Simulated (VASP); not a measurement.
A run of VASP 6.6.1:

File INCAR:

```
  PREC = Accurate
  ENCUT = 750
  EDIFF = 1E-6
  ISMEAR = 0
  SIGMA = 0.02
  LREAL = False
  LASPH = True
  NELM = 120
  ALGO = Normal
  ISIF = 2
  LWAVE = False
  LCHARG = False
  GGA = PS
  NBANDS = 12
  GGA_COMPAT = False
```

File KPOINTS:

```
Automatic mesh
0
Gamma
  10 10 10
```

The input POSCAR:

```
LiF
1.0
    0.0000000000      2.0040458936      2.0040458936
    2.0040458936      0.0000000000      2.0040458936
    2.0040458936      2.0040458936      0.0000000000
Li F
1 1
Direct
    0.0000000000      0.0000000000      0.0000000000
    0.5000000000      0.5000000000      0.5000000000
```

Potentials or basis: VASP PAW PBE potentials, release 64 (Li_sv, F).

Command:

```sh
$ cat potpaw_PBE.64/Li_sv/POTCAR potpaw_PBE.64/F/POTCAR > POTCAR
$ mpirun -np 1 vasp_std > vasp.out
```

Hardware: 1 thread of AMD EPYC 7R43 64-Core Processor (Zen 3) (shared host).

Question: How long does it take, and how much memory?

Answer: Wall time 15 s on 1 thread of AMD EPYC 7R43 64-Core Processor (Zen 3), on a shared host, peak memory 0.12 GiB. Counts: scf iterations 11, k points 47.
